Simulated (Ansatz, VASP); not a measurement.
# Al3GaN4: VASP beside Ansatz

```
CELL_PARAMETERS angstrom
5.03808 0.00000 0.00006
0.00000 3.12495 0.00000
-0.00329 0.00000 5.41039
ATOMIC_POSITIONS crystal
Al 0.50022 0.50000 0.16726
Al 0.00067 0.50000 0.83490
Al 0.00100 0.00000 0.33164
Ga 0.53634 0.94060 0.66620
N 0.11071 0.00000 0.66632
N 0.12268 0.50000 0.16713
N 0.62541 0.50000 0.84068
N 0.62341 0.00000 0.32586
```

Change from the starting cell: all Ga atoms moved +0.263 Å, as atom 4 along Cartesian [1 -1 0].

Alike in both runs: task single point; functional r2SCAN; k mesh 6 × 8 × 4; occupations gaussian, width 0.05 eV; no spin polarisation.

|  | VASP | Ansatz |
| --- | --- | --- |
| version | VASP 6.6.1 | Ansatz 0.2.0 |
| potentials or method | VASP PAW PBE potentials, release 64 (Al, Ga_d, N), cutoff 520 eV | scalar-relativistic, plane waves, PAW |
| valence electrons in the cell | 42 | 42 |

```tsv
	VASP	Ansatz	Ansatz less VASP
gap on the k mesh at the Fermi level (eV)	3.98	3.96	-0.021
least direct gap on the mesh (eV)	3.98	3.96	-0.021
pressure (GPa)	2.5	2.6	+0.02
traceless stress, the component that is largest in VASP (GPa)	-5.69	-5.58	+0.112
rms of the force components (eV/Å)	1.352	1.330	-0.0221
```

VASP's potentials were made for PBE, not for r2SCAN. Atom by atom the forces differ by 0.034 eV/Å (rms over components). With one functional, cell and mesh, what is left measures potentials, basis and numerics.
